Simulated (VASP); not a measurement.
Y, 2 atoms in the cell. The structure is hexagonal, space group P6_3/mmc (No. 194). The conventional cell has a = 3.647 Å, b = 3.647 Å, c = 5.731 Å, α = 90.00°, β = 90.00°, γ = 120.00°. Y (site symmetry -6m2) has 12 Y at 3.56 to 3.65 Å within 4.7 Å. 

* Program: VASP 6.6.1
* Task: single point
* Functional: PBE
* Potentials or basis: VASP PAW PBE potentials, release 64 (Y_sv)
* Cutoff: 520 eV
* k mesh: 9 × 9 × 5
* Occupations: fermi-dirac, width 0.1 eV
* Spin: no spin polarisation
* Dipole correction: no
* Further INCAR settings: ALGO = Normal; EDIFF = 1e-06; NBANDS = 18

Potentials or basis: VASP PAW PBE potentials, release 64 (Y_sv).

Launch:

```console
$ cat potpaw_PBE.64/Y_sv/POTCAR > POTCAR
$ mpirun -np 1 vasp_std > vasp.out
```

Hardware: 1 thread of Intel Xeon 8259CL (shared host).

Problem. How long does it take, and how much memory?

Solution. Wall time 97 s on 1 thread of Intel Xeon 8259CL, on a shared host, peak memory 0.22 GiB. Counts: scf iterations 14, k points 36.
